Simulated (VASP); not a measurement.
# La in VASP: settings compared

La is run at these levels: r2SCAN, PBEsol; tasks: single point.

Everything below comes from runs of VASP 6.6.1. Logs are shortened: lines on timing, memory, paths and dates and some standing lists are left out, and cuts for length are marked.

## 1. The cell of the first run

The structure is cubic, space group Im-3m (No. 229). Conventional cell: a = 4.248 Å, b = 4.248 Å, c = 4.248 Å, α = 90.00°, β = 90.00°, γ = 90.00°. Within 4.8 Å of La (site symmetry m-3m) lie 14 La at 3.68 to 4.25 Å.

## 2. Single point, r2SCAN

POSCAR reads:

```
La
1.0
   -2.1238310710      2.1238310710      2.1238310710
    2.1238310710     -2.1238310710      2.1238310710
    2.1238310710      2.1238310710     -2.1238310710
La
1
Direct
    0.0000000000      0.0000000000      0.0000000000
```

INCAR.step1 reads:

```
PREC = Accurate ; ENCUT = 520
ISMEAR = -1 ; SIGMA = 0.05
LREAL = F ; LASPH = T
NELM = 80 ; NBANDS = 12
GGA = PE ; ALGO = Normal
EDIFF = 1E-4 ; LWAVE = T
LCHARG = F
```

INCAR.step2 reads:

```
PREC = Accurate ; ENCUT = 520
EDIFF = 1E-7 ; ISMEAR = -1
SIGMA = 0.05 ; LREAL = F
LASPH = T ; NELM = 80
ALGO = Normal ; ISIF = 2
LWAVE = F ; LCHARG = T
METAGGA = R2SCAN ; LMIXTAU = T
LELF = T ; LVHAR = T
NBANDS = 12 ; ISTART = 1
```

KPOINTS reads:

```
Automatic mesh
0
Gamma
  9 9 9
```

Potentials or basis: VASP PAW PBE potentials, release 64 (La).

Launch:

```console
$ cat potpaw_PBE.64/La/POTCAR > POTCAR
$ cp INCAR.step1 INCAR
$ mpirun -np 1 vasp_std > vasp.out
$ cp INCAR.step2 INCAR
$ mpirun -np 1 vasp_std > vasp.out
```

OUTCAR:

```text
PREC = Accurate
   ENCUT = 520
   EDIFF = 1E-7
   ISMEAR = -1
   LREAL = F
   LASPH = T
   NELM = 80
   ISIF = 2
   METAGGA = R2SCAN
   ISTART = 1

 ion  position               nearest neighbor table
   1  0.000  0.000  0.000-

  LATTYP: Found a body centered cubic cell.
 ALAT       =     4.2476621420

  Lattice vectors:

 A1 = (  -2.1238310710,   2.1238310710,   2.1238310710)
 A2 = (   2.1238310710,  -2.1238310710,   2.1238310710)
 A3 = (   2.1238310710,   2.1238310710,  -2.1238310710)

Analysis of symmetry for initial positions (statically):
=====================================================================
 Subroutine PRICEL returns:
 Original cell was already a primitive cell.

 Routine SETGRP: Setting up the symmetry group for a
 body centered cubic supercell.

 Subroutine GETGRP returns: Found 48 space group operations
 (whereof 48 operations were pure point group operations)
 out of a pool of 48 trial point group operations.

The static configuration has the point symmetry O_h .

Analysis of symmetry for dynamics (positions and initial velocities):
=====================================================================
 Subroutine PRICEL returns:
 Original cell was already a primitive cell.

 Routine SETGRP: Setting up the symmetry group for a
 body centered cubic supercell.

 Subroutine GETGRP returns: Found 48 space group operations
 (whereof 48 operations were pure point group operations)
 out of a pool of 48 trial point group operations.

The dynamic configuration has the point symmetry O_h .

 Subroutine INISYM returns: Found 48 space group operations
 (whereof 48 operations are pure point group operations),
 and found     1 'primitive' translations

----------------------------------------------------------------------------------------

                                     Primitive cell

  volume of cell :      38.3195

  direct lattice vectors                    reciprocal lattice vectors
    -2.123831071  2.123831071  2.123831071     0.000000000  0.235423620  0.235423620
     2.123831071 -2.123831071  2.123831071     0.235423620  0.000000000  0.235423620
     2.123831071  2.123831071 -2.123831071     0.235423620  0.235423620  0.000000000

  length of vectors
     3.678583322  3.678583322  3.678583322     0.332939277  0.332939277  0.332939277

  position of ions in fractional coordinates (direct lattice)
     0.000000000  0.000000000  0.000000000

  ion indices of the primitive-cell ions
   primitive index   ion index
                 1           1

----------------------------------------------------------------------------------------

 KPOINTS: Automatic mesh

Automatic generation of k-mesh.
 Grid dimensions read from file:
 generate k-points for:    9    9    9

 Generating k-lattice:

  Cartesian coordinates                     Fractional coordinates (reciprocal lattice)
     0.000000000  0.026158180  0.026158180     0.111111111  0.000000000  0.000000000
     0.026158180  0.000000000  0.026158180     0.000000000  0.111111111  0.000000000
     0.026158180  0.026158180  0.000000000     0.000000000  0.000000000  0.111111111

  Length of vectors
     0.036993253  0.036993253  0.036993253

  Shift w.r.t. Gamma in fractional coordinates (k-lattice)
     0.000000000  0.000000000  0.000000000

 Subroutine IBZKPT returns following result:
 ===========================================

 Found     35 irreducible k-points:

 Following reciprocal coordinates:
            Coordinates               Weight
  0.000000  0.000000  0.000000      1.000000
  0.111111  0.000000  0.000000     12.000000
  0.222222  0.000000  0.000000     12.000000
  0.333333  0.000000  0.000000     12.000000
  0.444444  0.000000  0.000000     12.000000
  0.111111  0.111111  0.000000     24.000000
[... 16 lines left out ...]
 -0.333333  0.444444  0.111111     48.000000
 -0.444444 -0.444444  0.111111     24.000000
 [... further k-points ...]
   k-points           NKPTS =     35   k-points in BZ     NKDIM =     35   number of bands    NBANDS=     12
   number of dos      NEDOS =    301   number of ions     NIONS =      1
   total plane-waves  NPLWV =  21952
   dimension x,y,z NGX =    28 NGY =   28 NGZ =   28
   dimension x,y,z NGXF=    56 NGYF=   56 NGZF=   56
   ions per type =               1
   NGX,Y,Z   is equivalent  to a cutoff of  12.65, 12.65, 12.65 a.u.
   NGXF,Y,Z  is equivalent  to a cutoff of  25.31, 25.31, 25.31 a.u.
 SYSTEM =  unknown system
   PREC   = accura    normal or accurate (medium, high low for compatibility)
   ISTART =      1    job   : 0-new  1-cont  2-samecut
   ICHARG =      0    charge: 1-file 2-atom 10-const
   ISPIN  =      1    spin polarized calculation?
   LNONCOLLINEAR =      F non collinear calculations
   LSORBIT =      F    spin-orbit coupling
   LASPH  =      T    aspherical Exc in radial PAW
   ENCUT  =  520.0 eV  38.22 Ry    6.18 a.u.   6.84  6.84  6.84*2*pi/ulx,y,z
   NELM   =     80;   NELMIN=  2; NELMDL=  0     # of ELM steps
   EDIFF  = 0.1E-06   stopping-criterion for ELM
   LREAL  =      F    real-space projection
   EDIFFG = 0.1E-05   stopping-criterion for IOM
   NSW    =      0    number of steps for IOM
   IBRION =     -1    ionic relax: 0-MD 1-quasi-New 2-CG
   NFREE  =      0    steps in history (QN), initial steepest desc. (CG)
   ISIF   =      2    stress and relaxation
   ISYM   =      2    0-nonsym 1-usesym 2-fastsym
   POTIM  = 0.5000    time-step for ionic-motion
   TEBEG  =    0.0;   TEEND  =   0.0 temperature during run
   PSTRESS=    0.0 pullay stress
   NELECT =      11.0000    total number of electrons
   NUPDOWN=      -1.0000    fix difference up-down
   EMIN   =  10.00;   EMAX   =-10.00  energy-range for DOS
   EFERMI =   0.00;   METHOD = LEGACY
   ISMEAR =    -1;   SIGMA  =   0.05  broadening in eV -4-tet -1-fermi 0-gaus
   EFERMI_NEDOS =   21; number of points for ismear=-14 and -15
   IALGO  =     38    algorithm
   IMIX   =      4    mixing-type and parameters
     AMIX     =   0.40;   BMIX     =  1.00
     AMIX_MAG =   1.60;   BMIX_MAG =  1.00
  volume/ion in A,a.u.               =      38.32       258.59
  Fermi-wavevector in a.u.,A,eV,Ry     =   1.079939  2.040788 15.868033  1.166268
  Thomas-Fermi vector in A             =   2.215917
   LORBIT       =      0    0 simple, 1 ext, 2 COOP (PROOUT), +10 PAW based schemes
   METAGGA = R2SCAN    functional components
   LHFCALC =     F    Hartree Fock is set to
   AEXX    =    0.0000 exact exchange contribution
   IVDW    =     0    specifies the selected vdW correction
   LEPSILON=     F    determine dielectric tensor
   LRPA    =     F    only Hartree local field effects (RPA)
 non-spin polarized calculation
  energy-cutoff  :      520.00
  volume of cell :       38.32
 maximum number of plane-waves:      1055
   NGX = 13   NGY = 13   NGZ = 13

 number of electron      10.9999999 magnetization

 Free energy of the ion-electron system (eV)
  ---------------------------------------------------
  ext. energy  EPLUGINS =         0.00000000
  ---------------------------------------------------
  free energy    TOTEN  =       -29.63814556 eV

  energy without entropy =      -29.61443876  energy(sigma->0) =      -29.62629216

 E-fermi :   7.7125     XC(G=0): -10.0922

 val. band max:        7.7110940566   @ k =   0.2222   0.1111   0.1111
 cond. band min:       7.7311306514   @ k =   0.2222   0.2222   0.1111
 fundamental gap:      0.0200365948
 Fermi energy:         7.7124935175

 k-point     1 :       0.0000    0.0000    0.0000
  band No.  band energies     occupation
      1     -26.4702      2.00000
      2      -9.0328      2.00000
      3      -9.0328      2.00000
      4      -9.0328      2.00000
      5       4.3033      2.00000
      6       9.3712      0.00000
      7       9.3712      0.00000
      8       9.3712      0.00000
      9       9.4302      0.00000
     10       9.4302      0.00000
     11       9.4302      0.00000
     12      10.1938      0.00000

 k-point     2 :       0.1111    0.0000    0.0000
  band No.  band energies     occupation
      1     -26.4474      2.00000
      2      -9.2038      2.00000
      3      -9.0813      2.00000
      4      -9.0354      2.00000
      5       4.6853      2.00000
      6       8.8788      0.00000
      7       8.9002      0.00000
      8       9.4086      0.00000
      9       9.5150      0.00000
     10       9.7250      0.00000
     11       9.7451      0.00000
     12      10.1522      0.00000

 k-point     3 :       0.2222    0.0000    0.0000
  band No.  band energies     occupation
      1     -26.3891      2.00000
      2      -9.6119      2.00000
      3      -9.2015      2.00000
      4      -9.0423      2.00000
      5       5.5466      2.00000
      6       8.3529      0.00001
      7       8.3595      0.00000
      8       9.3792      0.00000
      9       9.6949      0.00000
     10       9.8492      0.00000
     11       9.9337      0.00000
     12      10.1059      0.00000
[... 286 lines left out ...]
 k-point    23 :      -0.3333    0.4444    0.1111
  band No.  band energies     occupation
      1     -26.2584      2.00000
      2     -10.1071      2.00000
      3      -9.5725      2.00000
      4      -9.2405      2.00000
      5       6.6680      2.00000
      6       7.5976      1.81731
      7       8.4578      0.00000
      8       9.3203      0.00000
      9       9.7007      0.00000
     10       9.8808      0.00000
     11      10.0785      0.00000
     12      10.1366      0.00000

 k-point    24 :      -0.4444   -0.4444    0.1111
  band No.  band energies     occupation
      1     -26.2375      2.00000
      2     -10.1994      2.00000
      3      -9.6370      2.00000
      4      -9.2403      2.00000
      5       6.5173      2.00000
      6       8.0109      0.00511
      7       8.1550      0.00029
      8       9.2449      0.00000
      9       9.7704      0.00000
     10       9.9397      0.00000
     11      10.1088      0.00000
     12      10.1501      0.00000

 [... further k-points ...]
[... 5 lines left out ...]
  --------------------------------------------------------------------------------------
  -------------------------------------------------------------------------------------
  Total       -0.0393225     -0.0393225     -0.0393225     -0.0000000     -0.0000000     -0.0000000
  in kB       -1.6441140     -1.6441140     -1.6441140     -0.0000000     -0.0000000     -0.0000000
  external PRESSURE =      -1.6441140 kB  Pullay stress =       0.0000000 kB

 VOLUME and BASIS-vectors are now :
 -----------------------------------------------------------------------------
  energy-cutoff  :      520.00
  volume of cell :       38.32
      direct lattice vectors                 reciprocal lattice vectors
    -2.123831071  2.123831071  2.123831071     0.000000000  0.235423620  0.235423620
     2.123831071 -2.123831071  2.123831071     0.235423620  0.000000000  0.235423620
     2.123831071  2.123831071 -2.123831071     0.235423620  0.235423620  0.000000000

 POSITION                                       TOTAL-FORCE (eV/Angst)
 -----------------------------------------------------------------------------------
      0.00000      0.00000      0.00000         0.000000     -0.000000     -0.000000
 -----------------------------------------------------------------------------------
    total drift:                               -0.000000     -0.000000     -0.000000

  FREE ENERGIE OF THE ION-ELECTRON SYSTEM (eV)
  ---------------------------------------------------
  free  energy   TOTEN  =       -29.6381455630 eV

  energy  without entropy=      -29.6144387563  energy(sigma->0) =      -29.62629216
```

Wall time 47 s (1 thread of Intel Xeon 6975P-C (Granite Rapids), shared host); peak memory 0.18 GiB.

Results:

```yaml
Free_energy: -29.6381 eV
Pressure: -0.2 GPa
```

Caveat: the PAW data sets were made with another functional, which shifts forces and pressure a little; spin-orbit coupling is left out, which moves the levels of the heavy elements.

## 3. Single point, r2SCAN

This run uses another cell than the first one, of 39.09 Å³/atom, 1.020 times its volume.

POSCAR reads:

```
La
1.0
   -2.1378965873      2.1378965873      2.1378965873
    2.1378965873     -2.1378965873      2.1378965873
    2.1378965873      2.1378965873     -2.1378965873
La
1
Direct
    0.0000000000      0.0000000000      0.0000000000
```

INCAR.step1 reads:

```
SYSTEM = La
  ALGO = Normal
  EDIFF = 1E-4
  ENCUT = 520
  GGA = PE
  ISMEAR = -1
  LASPH = .True.
  LCHARG = .False.
  LREAL = .False.
  LWAVE = .True.
  NBANDS = 12
  NELM = 100
  PREC = Accurate
  SIGMA = 0.05
```

INCAR.step2 reads:

```
SYSTEM = La
  ALGO = Normal
  EDIFF = 1E-6
  ENCUT = 520
  ISIF = 2
  ISMEAR = -1
  ISTART = 1
  LASPH = .True.
  LCHARG = .False.
  LMIXTAU = .True.
  LREAL = .False.
  LWAVE = .False.
  METAGGA = R2SCAN
  NBANDS = 12
  NELM = 100
  PREC = Accurate
  SIGMA = 0.05
```

KPOINTS reads:

```
k-points
0
Gamma
  9 9 9
  0 0 0
```

Potentials or basis: VASP PAW PBE potentials, release 64 (La).

Launch:

```console
$ cat potpaw_PBE.64/La/POTCAR > POTCAR
$ cp INCAR.step1 INCAR
$ mpirun -np 1 vasp_std > vasp.out
$ cp INCAR.step2 INCAR
$ mpirun -np 1 vasp_std > vasp.out
```

OUTCAR:

```text
SYSTEM = La
   EDIFF = 1E-6
   ENCUT = 520
   ISIF = 2
   ISMEAR = -1
   ISTART = 1
   LASPH = .True.
   LREAL = .False.
   METAGGA = R2SCAN
   NELM = 100
   PREC = Accurate

 ion  position               nearest neighbor table
   1  0.000  0.000  0.000-

  LATTYP: Found a body centered cubic cell.
 ALAT       =     4.2757931746

  Lattice vectors:

 A1 = (  -2.1378965873,   2.1378965873,   2.1378965873)
 A2 = (   2.1378965873,  -2.1378965873,   2.1378965873)
 A3 = (   2.1378965873,   2.1378965873,  -2.1378965873)

Analysis of symmetry for initial positions (statically):
=====================================================================
 Subroutine PRICEL returns:
 Original cell was already a primitive cell.

 Routine SETGRP: Setting up the symmetry group for a
 body centered cubic supercell.

 Subroutine GETGRP returns: Found 48 space group operations
 (whereof 48 operations were pure point group operations)
 out of a pool of 48 trial point group operations.

The static configuration has the point symmetry O_h .

Analysis of symmetry for dynamics (positions and initial velocities):
=====================================================================
 Subroutine PRICEL returns:
 Original cell was already a primitive cell.

 Routine SETGRP: Setting up the symmetry group for a
 body centered cubic supercell.

 Subroutine GETGRP returns: Found 48 space group operations
 (whereof 48 operations were pure point group operations)
 out of a pool of 48 trial point group operations.

The dynamic configuration has the point symmetry O_h .

 Subroutine INISYM returns: Found 48 space group operations
 (whereof 48 operations are pure point group operations),
 and found     1 'primitive' translations

----------------------------------------------------------------------------------------

                                     Primitive cell

[... 107 lines left out ...]
     AMIX     =   0.40;   BMIX     =  1.00
     AMIX_MAG =   1.60;   BMIX_MAG =  1.00
  volume/ion in A,a.u.               =      39.09       263.76
  Fermi-wavevector in a.u.,A,eV,Ry     =   1.072834  2.027362 15.659924  1.150972
  Thomas-Fermi vector in A             =   2.208615
   LORBIT       =      0    0 simple, 1 ext, 2 COOP (PROOUT), +10 PAW based schemes
   METAGGA = R2SCAN    functional components
   LHFCALC =     F    Hartree Fock is set to
   AEXX    =    0.0000 exact exchange contribution
   IVDW    =     0    specifies the selected vdW correction
   LEPSILON=     F    determine dielectric tensor
   LRPA    =     F    only Hartree local field effects (RPA)
 non-spin polarized calculation
  energy-cutoff  :      520.00
  volume of cell :       39.09
 maximum number of plane-waves:      1061
   NGX = 13   NGY = 13   NGZ = 13

 number of electron      10.9999998 magnetization

 Free energy of the ion-electron system (eV)
  ---------------------------------------------------
  ext. energy  EPLUGINS =         0.00000000
  ---------------------------------------------------
  free energy    TOTEN  =       -29.63632449 eV

  energy without entropy =      -29.61199979  energy(sigma->0) =      -29.62416214

 E-fermi :   7.5355     XC(G=0): -10.0046

 val. band max:        7.5096930898   @ k =   0.3333   0.2222   0.0000
 cond. band min:       7.5379816442   @ k =   0.2222   0.1111   0.1111
 fundamental gap:      0.0282885544
 Fermi energy:         7.5354834743

 k-point     1 :       0.0000    0.0000    0.0000
  band No.  band energies     occupation
      1     -26.6846      2.00000
      2      -9.2829      2.00000
      3      -9.2829      2.00000
      4      -9.2829      2.00000
      5       4.1077      2.00000
      6       9.1700      0.00000
      7       9.1700      0.00000
      8       9.1700      0.00000
      9       9.2205      0.00000
     10       9.2205      0.00000
     11       9.2205      0.00000
     12       9.9528      0.00000
[... 331 lines left out ...]
 k-point    24 :      -0.4444   -0.4444    0.1111
  band No.  band energies     occupation
      1     -26.4697      2.00000
      2     -10.3831      2.00000
      3      -9.8528      2.00000
      4      -9.4784      2.00000
      5       6.3535      2.00000
      6       7.8342      0.00508
      7       7.9483      0.00052
      8       9.0405      0.00000
      9       9.5437      0.00000
     10       9.7035      0.00000
     11       9.8709      0.00000
     12       9.9112      0.00000

 [... further k-points ...]
[... 5 lines left out ...]
  --------------------------------------------------------------------------------------
  -------------------------------------------------------------------------------------
  Total       -0.1539873     -0.1539873     -0.1539873      0.0000000      0.0000000      0.0000000
  in kB       -6.3121242     -6.3121242     -6.3121242      0.0000000      0.0000000      0.0000000
  external PRESSURE =      -6.3121242 kB  Pullay stress =       0.0000000 kB

 VOLUME and BASIS-vectors are now :
 -----------------------------------------------------------------------------
  energy-cutoff  :      520.00
  volume of cell :       39.09
      direct lattice vectors                 reciprocal lattice vectors
    -2.137896587  2.137896587  2.137896587     0.000000000  0.233874736  0.233874736
     2.137896587 -2.137896587  2.137896587     0.233874736  0.000000000  0.233874736
     2.137896587  2.137896587 -2.137896587     0.233874736  0.233874736  0.000000000

 POSITION                                       TOTAL-FORCE (eV/Angst)
 -----------------------------------------------------------------------------------
      0.00000      0.00000      0.00000        -0.000000     -0.000000     -0.000000
 -----------------------------------------------------------------------------------
    total drift:                               -0.000000     -0.000000     -0.000000

  FREE ENERGIE OF THE ION-ELECTRON SYSTEM (eV)
  ---------------------------------------------------
  free  energy   TOTEN  =       -29.6363244878 eV

  energy  without entropy=      -29.6119997852  energy(sigma->0) =      -29.62416214
```

OSZICAR.step1:

```text
N       E                     dE             d eps       ncg     rms          rms(c)
DAV:   1     0.944478869037E+02    0.94448E+02   -0.37695E+03   864   0.117E+03
DAV:   2     0.232900000651E+01   -0.92119E+02   -0.88556E+02  1064   0.179E+02
DAV:   3    -0.436830737608E+01   -0.66973E+01   -0.63845E+01  1240   0.760E+01
DAV:   4    -0.474786819936E+01   -0.37956E+00   -0.37100E+00  1480   0.120E+01
DAV:   5    -0.476948021018E+01   -0.21612E-01   -0.20218E-01  1432   0.272E+00    0.198E+00
DAV:   6    -0.476180244552E+01    0.76778E-02   -0.15071E-02  1448   0.924E-01    0.119E+00
DAV:   7    -0.476349404483E+01   -0.16916E-02   -0.46257E-02  1132   0.165E+00    0.203E-01
DAV:   8    -0.476385535353E+01   -0.36131E-03   -0.20232E-03  1628   0.375E-01    0.230E-01
DAV:   9    -0.476563567335E+01   -0.17803E-02   -0.23044E-03  1584   0.359E-01    0.249E-01
DAV:  10    -0.476601484878E+01   -0.37918E-03   -0.20644E-04  1624   0.934E-02    0.289E-01
DAV:  11    -0.476609775508E+01   -0.82906E-04   -0.10025E-04  1560   0.106E-01
   1 F= -.47660978E+01 E0= -.47521896E+01  d E =-.278164E-01
```

It took 34 s on 1 thread of Intel Xeon 6975P-C (Granite Rapids), shared host; peak memory 0.18 GiB.

Results:

* Free energy: -29.6363 eV
* Pressure: -0.6 GPa

Caveat: the PAW data sets were made with another functional, which shifts forces and pressure a little; spin-orbit coupling is left out, which moves the levels of the heavy elements.

(Part 1 of 2 ends here.)
